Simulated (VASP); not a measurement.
# KI in VASP: further runs

KI is run at these levels: PBE; tasks: single point.

Program: VASP 6.6.1. These are calculated values, not measurements. Logs are shortened: lines on timing, memory, paths and dates and some standing lists are left out, and cuts for length are marked.

### 1 The cell of the first run

Symmetry: R-3m, No. 166, trigonal system. The conventional cell has a = 5.012 Å, b = 5.012 Å, c = 12.646 Å, α = 90.00°, β = 90.00°, γ = 120.00°. K (site symmetry -3m) has 6 I at 3.58 Å within 4.7 Å. Within 4.7 Å of I (site symmetry -3m) lie 6 K at 3.58 Å.

### 2 Single point, PBE (strain along [111] +3.0%)

Input file INCAR:

```
SYSTEM = KI
PREC = Accurate ; ENCUT = 520
EDIFF = 1E-7 ; ISMEAR = -1
SIGMA = 0.02 ; LREAL = .FALSE.
LASPH = .TRUE. ; NELM = 60
ALGO = Normal ; ISIF = 2
LWAVE = .FALSE. ; LCHARG = .FALSE.
GGA = PE ; NBANDS = 15
```

Input file KPOINTS:

```
regular mesh
0
G
  6 6 6
  0 0 0
```

Input file POSCAR:

```
KI
1.0
    0.0708857049      3.6151709484      3.6151709484
    3.6151709484      0.0708857049      3.6151709484
    3.6151709484      3.6151709484      0.0708857049
K I
1 1
Direct
    0.0000000000      0.0000000000      0.0000000000
    0.5000000000      0.5000000000      0.5000000000
```

Potentials or basis: VASP PAW PBE potentials, release 64 (K_sv, I).

Run with:

```bash
> cat potpaw_PBE.64/K_sv/POTCAR potpaw_PBE.64/I/POTCAR > POTCAR
> mpirun -np 1 vasp_std > vasp.out
```

OUTCAR:

```text
SYSTEM = KI
   PREC = Accurate
   ENCUT = 520
   EDIFF = 1E-7
   ISMEAR = -1
   LREAL = .FALSE.
   LASPH = .TRUE.
   NELM = 60
   ISIF = 2
   GGA = PE

 ion  position               nearest neighbor table
   1  0.000  0.000  0.000-   2 3.58   2 3.58   2 3.58   2 3.58   2 3.58   2 3.58
   2  0.500  0.500  0.500-   1 3.58   1 3.58   1 3.58   1 3.58   1 3.58   1 3.58

  LATTYP: Found a trigonal (rhomboedric) cell.
 ALAT       =     5.1131151713
 COS(alpha) =     0.5195079762

  Lattice vectors:

 A1 = (   0.0708857049,   3.6151709484,   3.6151709484)
 A2 = (   3.6151709484,   0.0708857049,   3.6151709484)
 A3 = (   3.6151709484,   3.6151709484,   0.0708857049)

Analysis of symmetry for initial positions (statically):
=====================================================================
 Subroutine PRICEL returns:
 Original cell was already a primitive cell.

 Routine SETGRP: Setting up the symmetry group for a
 trigonal (rhombohedral) supercell.

 Subroutine GETGRP returns: Found 12 space group operations
 (whereof 12 operations were pure point group operations)
 out of a pool of 12 trial point group operations.

The static configuration has the point symmetry D_3d.

Analysis of symmetry for dynamics (positions and initial velocities):
=====================================================================
 Subroutine PRICEL returns:
 Original cell was already a primitive cell.

 Routine SETGRP: Setting up the symmetry group for a
 trigonal (rhombohedral) supercell.

 Subroutine GETGRP returns: Found 12 space group operations
 (whereof 12 operations were pure point group operations)
 out of a pool of 12 trial point group operations.

The dynamic configuration has the point symmetry D_3d.

 Subroutine INISYM returns: Found 12 space group operations
 (whereof 12 operations are pure point group operations),
 and found     1 'primitive' translations

----------------------------------------------------------------------------------------

                                     Primitive cell

  volume of cell :      91.7177

  direct lattice vectors                    reciprocal lattice vectors
     0.070885705  3.615170948  3.615170948    -0.142441800  0.139702534  0.139702534
     3.615170948  0.070885705  3.615170948     0.139702534 -0.142441800  0.139702534
     3.615170948  3.615170948  0.070885705     0.139702534  0.139702534 -0.142441800

  length of vectors
     5.113115171  5.113115171  5.113115171     0.243563672  0.243563672  0.243563672

  position of ions in fractional coordinates (direct lattice)
     0.000000000  0.000000000  0.000000000
     0.500000000  0.500000000  0.500000000

  ion indices of the primitive-cell ions
   primitive index   ion index
                 1           1
                 2           2

----------------------------------------------------------------------------------------

 KPOINTS: regular mesh

Automatic generation of k-mesh.
 Grid dimensions read from file:
 generate k-points for:    6    6    6

 Generating k-lattice:

  Cartesian coordinates                     Fractional coordinates (reciprocal lattice)
    -0.023740300  0.023283756  0.023283756     0.166666667  0.000000000 -0.000000000
     0.023283756 -0.023740300  0.023283756     0.000000000  0.166666667 -0.000000000
     0.023283756  0.023283756 -0.023740300     0.000000000  0.000000000  0.166666667

  Length of vectors
     0.040593945  0.040593945  0.040593945

  Shift w.r.t. Gamma in fractional coordinates (k-lattice)
     0.000000000  0.000000000  0.000000000

 Subroutine IBZKPT returns following result:
 ===========================================

 Found     32 irreducible k-points:

 Following reciprocal coordinates:
            Coordinates               Weight
  0.000000  0.000000  0.000000      1.000000
  0.166667  0.000000 -0.000000      6.000000
  0.333333  0.000000  0.000000      6.000000
  0.500000 -0.000000 -0.000000      3.000000
  0.166667  0.166667  0.000000      6.000000
  0.333333  0.166667 -0.000000     12.000000
[... 16 lines left out ...]
  0.500000  0.500000  0.166667      6.000000
 -0.333333  0.500000  0.166667     12.000000
 [... further k-points ...]
   k-points           NKPTS =     32   k-points in BZ     NKDIM =     32   number of bands    NBANDS=     15
   number of dos      NEDOS =    301   number of ions     NIONS =      2
   total plane-waves  NPLWV =  64000
   dimension x,y,z NGX =    40 NGY =   40 NGZ =   40
   dimension x,y,z NGXF=    80 NGYF=   80 NGZF=   80
   ions per type =               1   1
   NGX,Y,Z   is equivalent  to a cutoff of  13.01, 13.01, 13.01 a.u.
   NGXF,Y,Z  is equivalent  to a cutoff of  26.01, 26.01, 26.01 a.u.
 SYSTEM =  KI
   PREC   = accura    normal or accurate (medium, high low for compatibility)
   ISTART =      0    job   : 0-new  1-cont  2-samecut
   ICHARG =      2    charge: 1-file 2-atom 10-const
   ISPIN  =      1    spin polarized calculation?
   LNONCOLLINEAR =      F non collinear calculations
   LSORBIT =      F    spin-orbit coupling
   LASPH  =      T    aspherical Exc in radial PAW
   ENCUT  =  520.0 eV  38.22 Ry    6.18 a.u.   9.51  9.51  9.51*2*pi/ulx,y,z
   NELM   =     60;   NELMIN=  2; NELMDL= -5     # of ELM steps
   EDIFF  = 0.1E-06   stopping-criterion for ELM
   LREAL  =      F    real-space projection
   EDIFFG = 0.1E-05   stopping-criterion for IOM
   NSW    =      0    number of steps for IOM
   IBRION =     -1    ionic relax: 0-MD 1-quasi-New 2-CG
   NFREE  =      0    steps in history (QN), initial steepest desc. (CG)
   ISIF   =      2    stress and relaxation
   ISYM   =      2    0-nonsym 1-usesym 2-fastsym
   POTIM  = 0.5000    time-step for ionic-motion
   TEBEG  =    0.0;   TEEND  =   0.0 temperature during run
   PSTRESS=    0.0 pullay stress
   NELECT =      16.0000    total number of electrons
   NUPDOWN=      -1.0000    fix difference up-down
   EMIN   =  10.00;   EMAX   =-10.00  energy-range for DOS
   EFERMI =   0.00;   METHOD = LEGACY
   ISMEAR =    -1;   SIGMA  =   0.02  broadening in eV -4-tet -1-fermi 0-gaus
   EFERMI_NEDOS =   21; number of points for ismear=-14 and -15
   IALGO  =     38    algorithm
   IMIX   =      4    mixing-type and parameters
     AMIX     =   0.40;   BMIX     =  1.00
     AMIX_MAG =   1.60;   BMIX_MAG =  1.00
  volume/ion in A,a.u.               =      45.86       309.47
  Fermi-wavevector in a.u.,A,eV,Ry     =   0.914739  1.728606 11.384634  0.836747
  Thomas-Fermi vector in A             =   2.039400
   LORBIT       =      0    0 simple, 1 ext, 2 COOP (PROOUT), +10 PAW based schemes
   GGA     = PE    functional components
   LHFCALC =     F    Hartree Fock is set to
   AEXX    =    0.0000 exact exchange contribution
   IVDW    =     0    specifies the selected vdW correction
   LEPSILON=     F    determine dielectric tensor
   LRPA    =     F    only Hartree local field effects (RPA)
 non-spin polarized calculation
  energy-cutoff  :      520.00
  volume of cell :       91.72
 maximum number of plane-waves:      2491
 NGX is ok and might be reduce to    40
   NGX = 19   NGY = 19   NGZ = 19

 number of electron      15.9999999 magnetization

 Free energy of the ion-electron system (eV)
  ---------------------------------------------------
  ext. energy  EPLUGINS =         0.00000000
  ---------------------------------------------------
  free energy    TOTEN  =        -5.56337583 eV

  energy without entropy =       -5.56337583  energy(sigma->0) =       -5.56337583

 E-fermi :  -0.1913     XC(G=0):  -7.0251

 val. band max:       -0.5862691647   @ k =   0.0000   0.0000   0.0000
 cond. band min:       3.2575905002   @ k =   0.0000   0.0000   0.0000
 fundamental gap:      3.8438596649
 Fermi energy:        -0.1912988691

 k-point     1 :       0.0000    0.0000    0.0000
  band No.  band energies     occupation
      1     -29.1891      2.00000
      2     -12.6731      2.00000
      3     -12.6731      2.00000
      4     -12.6690      2.00000
      5     -11.0575      2.00000
      6      -0.6616      2.00000
      7      -0.5863      2.00000
      8      -0.5863      2.00000
      9       3.2576      0.00000
     10       5.7633      0.00000
     11       5.9668      0.00000
     12       5.9668      0.00000
     13       6.5910      0.00000
     14       6.5910      0.00000
     15       9.1304      0.00000

 k-point     2 :       0.1667    0.0000   -0.0000
  band No.  band energies     occupation
      1     -29.1886      2.00000
      2     -12.7039      2.00000
      3     -12.6739      2.00000
      4     -12.6698      2.00000
      5     -10.9978      2.00000
      6      -0.9892      2.00000
      7      -0.7348      2.00000
      8      -0.6713      2.00000
      9       3.8616      0.00000
     10       5.8338      0.00000
     11       6.0739      0.00000
     12       6.2472      0.00000
     13       6.8724      0.00000
     14       6.9006      0.00000
     15       9.9942      0.00000

 k-point     3 :       0.3333    0.0000    0.0000
  band No.  band energies     occupation
      1     -29.1878      2.00000
      2     -12.7612      2.00000
      3     -12.6755      2.00000
      4     -12.6706      2.00000
      5     -10.8821      2.00000
      6      -1.5911      2.00000
      7      -0.8883      2.00000
      8      -0.8294      2.00000
      9       4.6617      0.00000
     10       6.3280      0.00000
     11       6.7584      0.00000
     12       6.9147      0.00000
     13       7.6234      0.00000
     14       7.7326      0.00000
     15       8.9119      0.00000
[... 343 lines left out ...]
 k-point    23 :       0.5000    0.5000    0.1667
  band No.  band energies     occupation
      1     -29.1871      2.00000
      2     -12.7170      2.00000
      3     -12.6957      2.00000
      4     -12.6847      2.00000
      5     -10.9043      2.00000
      6      -1.5122      2.00000
      7      -1.1201      2.00000
      8      -0.9096      2.00000
      9       4.7719      0.00000
     10       5.4736      0.00000
     11       7.0548      0.00000
     12       7.5491      0.00000
     13       8.1049      0.00000
     14       8.5872      0.00000
     15       9.0350      0.00000

 k-point    24 :      -0.3333    0.5000    0.1667
  band No.  band energies     occupation
      1     -29.1869      2.00000
      2     -12.7073      2.00000
      3     -12.7030      2.00000
      4     -12.6914      2.00000
      5     -10.8952      2.00000
      6      -1.4300      2.00000
      7      -1.1516      2.00000
      8      -1.1020      2.00000
      9       5.0705      0.00000
     10       5.6726      0.00000
     11       6.7157      0.00000
     12       7.5686      0.00000
     13       7.8514      0.00000
     14       8.9274      0.00000
     15       9.2980      0.00000

 [... further k-points ...]

------------------------ aborting loop because EDIFF is reached ----------------------------------------

  FORCE on cell =-STRESS in cart. coord.  units (eV):
  Direction    XX          YY          ZZ          XY          YZ          ZX
  --------------------------------------------------------------------------------------
  -------------------------------------------------------------------------------------
  Total        0.0700734      0.0700734      0.0700734     -0.0443103     -0.0443103     -0.0443103
  in kB        1.2240819      1.2240819      1.2240819     -0.7740375     -0.7740375     -0.7740375
  external PRESSURE =       1.2240819 kB  Pullay stress =       0.0000000 kB

 VOLUME and BASIS-vectors are now :
 -----------------------------------------------------------------------------
  energy-cutoff  :      520.00
  volume of cell :       91.72
      direct lattice vectors                 reciprocal lattice vectors
     0.070885705  3.615170948  3.615170948    -0.142441800  0.139702534  0.139702534
     3.615170948  0.070885705  3.615170948     0.139702534 -0.142441800  0.139702534
     3.615170948  3.615170948  0.070885705     0.139702534  0.139702534 -0.142441800

 POSITION                                       TOTAL-FORCE (eV/Angst)
 -----------------------------------------------------------------------------------
      0.00000      0.00000      0.00000         0.000000      0.000000     -0.000000
      3.65061      3.65061      3.65061         0.000000     -0.000000      0.000000
 -----------------------------------------------------------------------------------
    total drift:                                0.000000     -0.000000     -0.000000

  FREE ENERGIE OF THE ION-ELECTRON SYSTEM (eV)
  ---------------------------------------------------
  free  energy   TOTEN  =        -5.5633758279 eV

  energy  without entropy=       -5.5633758279  energy(sigma->0) =       -5.56337583
```

It took 44 s on 1 thread of Intel Xeon Platinum 8259CL at 2.50GHz (Skylake/Cascade Lake), shared host; peak memory 0.25 GiB.

What came out:

```
Free energy            : -5.5634 eV
Pressure               : 0.1 GPa
Band gap on the k mesh : 3.84 eV, direct
```

Caveat: the cell differs from its parent crystal (strain along [111] +3.0%); spin-orbit coupling is left out, which moves the levels of the heavy elements.

### 3 Single point, PBE (shear xy strain -2.0%)

Input file INCAR:

```
SYSTEM = KI
PREC = Accurate
ENCUT = 520
EDIFF = 1E-7
ISMEAR = -1
SIGMA = 0.02
LREAL = .FALSE.
LASPH = .TRUE.
NELM = 60
ALGO = Normal
ISIF = 2
LWAVE = .FALSE.
LCHARG = .TRUE.
GGA = PE
LELF = .TRUE.
LVHAR = .TRUE.
NBANDS = 15
```

KPOINTS is that of step 2.

Input file POSCAR:

```
KI
1.0
   -0.0354428524      3.5442852436      3.5442852436
    3.5442852436     -0.0354428524      3.5442852436
    3.5088423911      3.5088423911      0.0000000000
K I
1 1
Direct
    0.0000000000      0.0000000000      0.0000000000
    0.5000000000      0.5000000000      0.5000000000
```

Potentials or basis: VASP PAW PBE potentials, release 64 (K_sv, I).

Run with:

```bash
> cat potpaw_PBE.64/K_sv/POTCAR potpaw_PBE.64/I/POTCAR > POTCAR
> mpirun -np 1 vasp_std > vasp.out
```

Wall time 63 s (1 thread of Intel Xeon Platinum 8259CL at 2.50GHz (Skylake/Cascade Lake), shared host); peak memory 0.27 GiB.

Results (log left out):

```yaml
Free_energy: -5.5590 eV
Pressure: 0.5 GPa
Band_gap_on_the_k_mesh: 3.91 eV, direct
```

Stress tensor (GPa, compression positive):
```
0.48 0.07 0.00
0.07 0.48 0.00
0.00 0.00 0.48
```

Levels at points of the mesh, in eV from the valence-band top:
```
           k point  band 4  band 5  band 6  band 7  band 8  band 9  band 10  band 11  band 12  band 13
(0.00, 0.00, 0.00)  -12.03  -10.51   -0.05   -0.03    0.00    3.91     6.40     6.48     6.55     7.18
(0.50, 0.00, 0.00)  -12.03  -10.25   -1.33   -0.35   -0.32    5.50     7.62     8.08     8.18     8.60
(0.50, 0.50, 0.00)  -12.05  -10.37   -1.01   -0.42   -0.35    4.92     5.72     8.06     8.66     8.73
(0.00, 0.00, 0.50)  -12.03  -10.25   -1.32   -0.38   -0.36    5.48     7.68     8.02     8.11     8.63
(0.50, 0.00, 0.50)  -12.05  -10.37   -1.01   -0.39   -0.39    4.92     5.72     8.06     8.65     8.73
```

Caveat: the cell differs from its parent crystal (shear xy strain -2.0%); spin-orbit coupling is left out, which moves the levels of the heavy elements.
